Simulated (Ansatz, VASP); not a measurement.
**Hg: VASP beside Ansatz**

INCAR

```
ALGO     = Normal         # electronic algorithm
EDIFF    = 1E-7           # SCF threshold, eV
ENCUT    = 520            # plane-wave cutoff, eV
GGA      = PS             # functional
ISIF     = 2              # what is computed and relaxed
ISMEAR   = 0              # smearing method
LASPH    = T              # aspherical terms in the spheres
LCHARG   = F              # write CHGCAR
LREAL    = F              # projectors in reciprocal space
LWAVE    = F              # write WAVECAR
NBANDS   = 12             # bands
NELM     = 80             # most SCF steps
PREC     = Accurate       # precision mode
SIGMA    = 0.05           # smearing width, eV
```

The input KPOINTS:

```
k-points
0
Gamma
  10 10 4
```

Contents of POSCAR:

```
Hg
1.0
    3.1443716016      0.0006123069     -0.0000002098
    1.5712170763      2.7270181807      0.0000028061
    0.0084914918      1.7398225574      8.3993037600
Hg
1
Direct
    0.5000000000      0.0000000000      0.0000000000
```

Input for Ansatz:

```yaml
crystal:
  lattice:
    - [3.1443716016, 0.0006123069, -2.098e-07]
    - [1.5712170763, 2.7270181807, 2.8061e-06]
    - [0.0084914918, 1.7398225574, 8.39930376]
  atoms:
    - { symbol: Hg, position: [0.5, 0.0, 0.0] }
basis:
  ecutwfc: 420
kpoints:
  mp_grid: { grid: [10, 10, 4] }
hamiltonian:
  xc: pbesol
scf:
  occupations: { method: gaussian, width: 0.05 }
output:
  forces: true
  stress: true
  eigenvalues: true
```

Change from the starting cell: strain -0.025 along x and y, -0.025 along z, atoms carried along.

Alike in both runs: task single point; functional PBEsol; k mesh 10 × 10 × 4; occupations gaussian, width 0.05 eV; no spin polarisation.

|  | VASP | Ansatz |
| --- | --- | --- |
| version | VASP 6.6.1 | Ansatz 0.2.0 |
| potentials or method | VASP PAW PBE potentials, release 64 (Hg), cutoff 520 eV | scalar-relativistic, plane waves, PAW |
| valence electrons in the cell | 12 | 20 |

Ansatz gave:

- gap on the k mesh at the Fermi level (eV): 0.39
- least direct gap on the mesh (eV): 0.62
- pressure (GPa): 0.5
- traceless stress, the component that is largest in VASP (GPa): -0.46

**Question.** What did VASP give for the same quantities?

**Answer.** gap on the k mesh at the Fermi level (eV): 0.40; least direct gap on the mesh (eV): 0.64; pressure (GPa): 0.5; traceless stress, the component that is largest in VASP (GPa): -0.55.

VASP's potentials were made for PBE, not for PBEsol. VASP's potentials hold 12 valence electrons a cell and Ansatz's 20, so a difference there can come from the potentials and not from the codes.

Spin-orbit coupling is off throughout.
